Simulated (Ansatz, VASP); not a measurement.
## One calculation of Al2O3, two programs

Contents of INCAR:

```
SYSTEM = Al2O3
PREC = Accurate
ENCUT = 520
EDIFF = 1E-6
ISMEAR = 0
SIGMA = 0.05
LREAL = .FALSE.
LASPH = .TRUE.
NELM = 100
ALGO = Normal
ISIF = 2
LWAVE = .FALSE.
LCHARG = .FALSE.
GGA = PS
NBANDS = 35
```

The input KPOINTS:

```
Automatic mesh
0
G
  6 6 6
  0 0 0
```

The input POSCAR:

```
Al2O3
1.0
    2.3226885434      1.3410048558      4.3358401268
   -2.3226885434      1.3410048558      4.3358401268
    0.0000000000     -2.6820097115      4.3358401268
Al O
4 6
Direct
    0.8520350473      0.8520350473      0.8520350473
    0.6479649527      0.6479649527      0.6479649527
    0.1479649527      0.1479649527      0.1479649527
    0.3520350473      0.3520350473      0.3520350473
    0.0558571577      0.4441428423      0.7500000000
    0.7500000000      0.0558571577      0.4441428423
    0.4441428423      0.7500000000      0.0558571577
    0.9441428423      0.5558571577      0.2500000000
    0.2500000000      0.9441428423      0.5558571577
    0.5558571577      0.2500000000      0.9441428423
```

Input for Ansatz:

```yaml
crystal:
  lattice:
    - [2.3226885434, 1.3410048558, 4.3358401268]
    - [-2.3226885434, 1.3410048558, 4.3358401268]
    - [0.0, -2.6820097115, 4.3358401268]
  atoms:
    - { symbol: Al, position: [0.8520350473, 0.8520350473, 0.8520350473] }
    - { symbol: Al, position: [0.6479649527, 0.6479649527, 0.6479649527] }
    - { symbol: Al, position: [0.1479649527, 0.1479649527, 0.1479649527] }
    - { symbol: Al, position: [0.3520350473, 0.3520350473, 0.3520350473] }
    - { symbol: O, position: [0.0558571577, 0.4441428423, 0.75] }
    - { symbol: O, position: [0.75, 0.0558571577, 0.4441428423] }
    - { symbol: O, position: [0.4441428423, 0.75, 0.0558571577] }
    - { symbol: O, position: [0.9441428423, 0.5558571577, 0.25] }
    - { symbol: O, position: [0.25, 0.9441428423, 0.5558571577] }
    - { symbol: O, position: [0.5558571577, 0.25, 0.9441428423] }
basis:
  ecutwfc: 520.0
kpoints:
  mp_grid: { grid: [6, 6, 6] }
hamiltonian:
  xc: pbesol
  pseudopotentials: { kind: paw, azcp: { folder: soft_1 } }
scf:
  occupations: { method: gaussian, width: 0.05 }
output:
  forces: true
  stress: true
  eigenvalues: true
```

Alike in both runs: task single point; functional PBEsol; k mesh 6 × 6 × 6; occupations gaussian, width 0.05 eV; no spin polarisation.

|  | VASP | Ansatz |
| --- | --- | --- |
| version | VASP 6.6.1 | Ansatz 0.2.0 |
| potentials or method | VASP PAW PBE potentials, release 64 (Al, O), cutoff 520 eV | scalar-relativistic, plane waves, PAW |
| valence electrons in the cell | 48 | 48 |

```tsv
	VASP	Ansatz	Ansatz less VASP
gap on the k mesh at the Fermi level (eV)	6.72	6.71	-0.011
least direct gap on the mesh (eV)	6.72	6.71	-0.011
pressure (GPa)	15.5	15.3	-0.28
traceless stress, the component that is largest in VASP (GPa)	-8.64	-8.59	+0.051
rms of the force components (eV/Å)	0.099	0.101	+0.0016
```

VASP's potentials were made for PBE, not for PBEsol, and Ansatz warns of the same on its side. Atom by atom the forces differ by 0.002 eV/Å (rms over components).
